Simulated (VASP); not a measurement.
# SnO2 in VASP: a series of runs, part 2 of 2

VASP 6.6.1. Earlier steps stand in the parts before.

### 3 Single point, r2SCAN

This run uses another cell than the first one, of 12.62 Å³/atom.

Input file POSCAR:

```
SnO2
1.0
   -3.2488970000      3.4144700000      3.4140210000
    3.2488970000     -3.4144700000      3.4140210000
    3.2488970000      3.4144700000     -3.4140210000
Sn O
4 8
Direct
    0.9999791465      0.2499791465      0.7500000000
    0.0000208535      0.7500208535      0.2500000000
    0.5000000000      0.5000000000      0.5000000000
    0.5000000000      0.0000000000      0.0000000000
    0.1929780234      0.1929956815      0.5000176581
    0.6929573932      0.7499815337      0.9429758594
    0.1929780234      0.6929603652      0.9999823419
    0.3070056743      0.7499815337      0.5570241406
    0.6929943257      0.2500184663      0.4429758594
    0.3070426068      0.2500184663      0.0570241406
    0.8070219766      0.3070396348      0.0000176581
    0.8070219766      0.8070043185      0.4999823419
```

Input file INCAR.step1:

```
  ALGO = Normal
  EDIFF = 1E-4
  ENCUT = 520
  GGA = PE
  ISMEAR = 0
  LASPH = T
  LCHARG = F
  LREAL = F
  LWAVE = T
  NBANDS = 64
  NELM = 80
  PREC = Accurate
  SIGMA = 0.02
```

Input file INCAR.step2:

```
  ALGO = Normal
  EDIFF = 1E-6
  ENCUT = 520
  ISIF = 2
  ISMEAR = 0
  ISTART = 1
  LASPH = T
  LCHARG = T
  LELF = T
  LMIXTAU = T
  LREAL = F
  LVHAR = T
  LWAVE = F
  METAGGA = R2SCAN
  NBANDS = 64
  NELM = 80
  PREC = Accurate
  SIGMA = 0.02
```

Input file KPOINTS:

```
k-points
0
Gamma
  6 6 6
```

Potentials or basis: VASP PAW PBE potentials, release 64 (Sn_d, O).

Launch:

```
$ cat potpaw_PBE.64/Sn_d/POTCAR potpaw_PBE.64/O/POTCAR > POTCAR
$ cp INCAR.step1 INCAR
$ mpirun -np 1 vasp_std > vasp.out
$ cp INCAR.step2 INCAR
$ mpirun -np 1 vasp_std > vasp.out
```

OUTCAR:

```text
EDIFF = 1E-6
   ENCUT = 520
   ISIF = 2
   ISMEAR = 0
   ISTART = 1
   LASPH = T
   LREAL = F
   METAGGA = R2SCAN
   NELM = 80
   PREC = Accurate

 ion  position               nearest neighbor table
   1  1.000  0.250  0.750-  12 2.09  11 2.09   7 2.09   5 2.09  10 2.10   9 2.10   2 3.25   2 3.25

   2  0.000  0.750  0.250-   5 2.09   7 2.09  11 2.09  12 2.09   6 2.10   8 2.10   1 3.25   1 3.25

   3  0.500  0.500  0.500-   6 2.09  10 2.09   9 2.09   8 2.09   5 2.10  12 2.10   4 3.25   4 3.25

   4  0.500  0.000  0.000-   8 2.09   9 2.09   6 2.09  10 2.09   7 2.10  11 2.10   3 3.25   3 3.25

   5  0.193  0.193  0.500-   2 2.09   1 2.09   3 2.10
   6  0.693  0.750  0.943-   3 2.09   4 2.09   2 2.10
   7  0.193  0.693  1.000-   2 2.09   1 2.09   4 2.10
   8  0.307  0.750  0.557-   3 2.09   4 2.09   2 2.10
   9  0.693  0.250  0.443-   3 2.09   4 2.09   1 2.10
  10  0.307  0.250  0.057-   3 2.09   4 2.09   1 2.10
  11  0.807  0.307  0.000-   1 2.09   2 2.09   4 2.10
  12  0.807  0.807  0.500-   1 2.09   2 2.09   3 2.10

  LATTYP: Found a body centered orthorhombic cell.
 ALAT       =     6.4977940000
 B/A-ratio  =     1.0508246337
 C/A-ratio  =     1.0509628345

  Lattice vectors:

 A1 = (  -3.2488970000,  -3.4144700000,   3.4140210000)
 A2 = (   3.2488970000,  -3.4144700000,  -3.4140210000)
 A3 = (   3.2488970000,   3.4144700000,   3.4140210000)

Analysis of symmetry for initial positions (statically):
=====================================================================
 Subroutine PRICEL returns:
 Original cell was already a primitive cell.

 Routine SETGRP: Setting up the symmetry group for a
 body centered orthorhombic supercell.

[... 159 lines left out ...]
     AMIX     =   0.40;   BMIX     =  1.00
     AMIX_MAG =   1.60;   BMIX_MAG =  1.00
  volume/ion in A,a.u.               =      12.62        85.19
  Fermi-wavevector in a.u.,A,eV,Ry     =   1.444189  2.729122 28.377438  2.085683
  Thomas-Fermi vector in A             =   2.562512
   LORBIT       =      0    0 simple, 1 ext, 2 COOP (PROOUT), +10 PAW based schemes
   METAGGA = R2SCAN    functional components
   LHFCALC =     F    Hartree Fock is set to
   AEXX    =    0.0000 exact exchange contribution
   IVDW    =     0    specifies the selected vdW correction
   LEPSILON=     F    determine dielectric tensor
   LRPA    =     F    only Hartree local field effects (RPA)
 non-spin polarized calculation
 Gauss-broadening in eV      SIGMA  =   0.02
  energy-cutoff  :      520.00
  volume of cell :      151.49
 maximum number of plane-waves:      4102
 NGX is ok and might be reduce to    48
   NGX = 21   NGY = 21   NGZ = 21

 number of electron     103.9999998 magnetization

 Free energy of the ion-electron system (eV)
  ---------------------------------------------------
  ext. energy  EPLUGINS =         0.00000000
  ---------------------------------------------------
  free energy    TOTEN  =      -169.13543368 eV

  energy without entropy =     -169.13543368  energy(sigma->0) =     -169.13543368

 E-fermi :   5.2461     XC(G=0): -11.7212

 val. band max:        5.0610354264   @ k =   0.0000   0.0000   0.0000
 cond. band min:       6.3634833367   @ k =   0.0000   0.0000   0.0000
 fundamental gap:      1.3024479103
 Fermi energy:         5.2460586153

 k-point     1 :       0.0000    0.0000    0.0000
  band No.  band energies     occupation
      1     -16.5995      2.00000
      2     -16.3737      2.00000
      3     -16.3725      2.00000
      4     -15.8949      2.00000
      5     -15.8947      2.00000
      6     -15.8015      2.00000
[... 1597 lines left out ...]
     63      15.4869      0.00000
     64      15.4870      0.00000

 [... further k-points ...]
[... 5 lines left out ...]
  --------------------------------------------------------------------------------------
  -------------------------------------------------------------------------------------
  Total       -8.1923048     -6.4028904     -6.3576688      0.0000000      0.0000000      0.0000000
  in kB      -86.6425570    -67.7175486    -67.2392802      0.0000000      0.0000000      0.0000000
  external PRESSURE =     -73.8664619 kB  Pullay stress =       0.0000000 kB

 VOLUME and BASIS-vectors are now :
 -----------------------------------------------------------------------------
  energy-cutoff  :      520.00
  volume of cell :      151.49
      direct lattice vectors                 reciprocal lattice vectors
    -3.248897000  3.414470000  3.414021000     0.000000000  0.146435611  0.146454869
     3.248897000 -3.414470000  3.414021000     0.153898385  0.000000000  0.146454869
     3.248897000  3.414470000 -3.414021000     0.153898385  0.146435611  0.000000000

 POSITION                                       TOTAL-FORCE (eV/Angst)
 -----------------------------------------------------------------------------------
      0.00000      5.12171      1.70687         0.000000     -0.000000      0.000864
      3.24890     -1.70724      1.70715         0.000000     -0.000000     -0.000864
      1.62445      1.70724      1.70701         0.000000     -0.000000      0.000000
     -1.62445      1.70724      1.70701         0.000000     -0.000000      0.000000
      1.62456      1.70723     -0.38935        -0.001586      0.000000      0.033112
      3.24890      3.02506      1.70688         0.000000      0.034005      0.001199
      4.87323      1.70724     -0.38935         0.001586     -0.000000      0.033112
      3.24890      0.38941      1.70688         0.000000     -0.034005      0.001199
     -0.00000      3.02506      1.70714         0.000000      0.034005     -0.001199
      0.00000      0.38941      1.70714         0.000000     -0.034005     -0.001199
     -1.62433      1.70723      3.80337        -0.001586      0.000000     -0.033112
      1.62433      1.70724      3.80337         0.001586     -0.000000     -0.033112
 -----------------------------------------------------------------------------------
    total drift:                                0.000000      0.000000     -0.000000

  FREE ENERGIE OF THE ION-ELECTRON SYSTEM (eV)
  ---------------------------------------------------
  free  energy   TOTEN  =      -169.1354336820 eV

  energy  without entropy=     -169.1354336820  energy(sigma->0) =     -169.13543368
```

OUTCAR.step1:

```text
EDIFF = 1E-4
   ENCUT = 520
   GGA = PE
   ISMEAR = 0
[... 1877 lines left out ...]
     -0.00000      3.02506      1.70714        -0.000000      0.058892     -0.001008
      0.00000      0.38941      1.70714        -0.000000     -0.058892     -0.001008
     -1.62433      1.70723      3.80337        -0.001414     -0.000000     -0.057948
      1.62433      1.70724      3.80337         0.001414      0.000000     -0.057948
 -----------------------------------------------------------------------------------
    total drift:                                0.000000      0.000000     -0.000000

  FREE ENERGIE OF THE ION-ELECTRON SYSTEM (eV)
  ---------------------------------------------------
  free  energy   TOTEN  =       -74.6231029040 eV

  energy  without entropy=      -74.6231029040  energy(sigma->0) =      -74.62310290
```

OSZICAR.step1:

```text
N       E                     dE             d eps       ncg     rms          rms(c)
DAV:   1     0.158828524870E+04    0.15883E+04   -0.48789E+04  6928   0.255E+03
DAV:   2     0.251177401268E+03   -0.13371E+04   -0.12688E+04  6248   0.793E+02
DAV:   3    -0.598009748212E+02   -0.31098E+03   -0.30364E+03  6368   0.277E+02
DAV:   4    -0.860882172174E+02   -0.26287E+02   -0.25983E+02  7352   0.889E+01
DAV:   5    -0.868610177528E+02   -0.77280E+00   -0.77028E+00  6912   0.160E+01    0.219E+01
DAV:   6    -0.743918665659E+02    0.12469E+02   -0.43555E+01  9312   0.696E+01    0.794E+00
DAV:   7    -0.746849008542E+02   -0.29303E+00   -0.48232E+00  6576   0.896E+00    0.461E+00
DAV:   8    -0.746581553053E+02    0.26746E-01   -0.67489E-01  8224   0.543E+00    0.122E+00
DAV:   9    -0.746211707622E+02    0.36985E-01   -0.19146E-01  8864   0.419E+00    0.212E-01
DAV:  10    -0.746228518324E+02   -0.16811E-02   -0.14401E-02  8056   0.856E-01    0.815E-02
DAV:  11    -0.746230922689E+02   -0.24044E-03   -0.10246E-03  7464   0.239E-01    0.283E-02
DAV:  12    -0.746231029040E+02   -0.10635E-04   -0.64133E-05  3944   0.531E-02
   1 F= -.74623103E+02 E0= -.74623103E+02  d E =-.249084E-19
```

It took 38 min on 1 thread of Oxide Virtual Turin-like, shared host; peak memory 0.53 GiB.

What came out:

| Item | Value |
| --- | --- |
| Free energy | -169.1354 eV |
| Pressure | -7.4 GPa |
| Largest force | 0.034 eV/Å |
| Band gap on the k mesh | 1.30 eV |

Forces on the atoms (eV/Å):
```
Sn   0.000  0.000  0.001
Sn   0.000  0.000 -0.001
Sn   0.000  0.000  0.000
Sn   0.000  0.000  0.000
O   -0.002  0.000  0.033
O    0.000  0.034  0.001
O    0.002  0.000  0.033
O    0.000 -0.034  0.001
O    0.000  0.034 -0.001
O    0.000 -0.034 -0.001
O   -0.002  0.000 -0.033
O    0.002  0.000 -0.033
```

Stress tensor (GPa, compression positive):
```
-8.66  0.00  0.00
 0.00 -6.77  0.00
 0.00  0.00 -6.72
```

Caveat: the cell stands under tension; the PAW data sets were made with another functional, which shifts forces and pressure a little; spin-orbit coupling is left out, which moves the levels of the heavy elements.
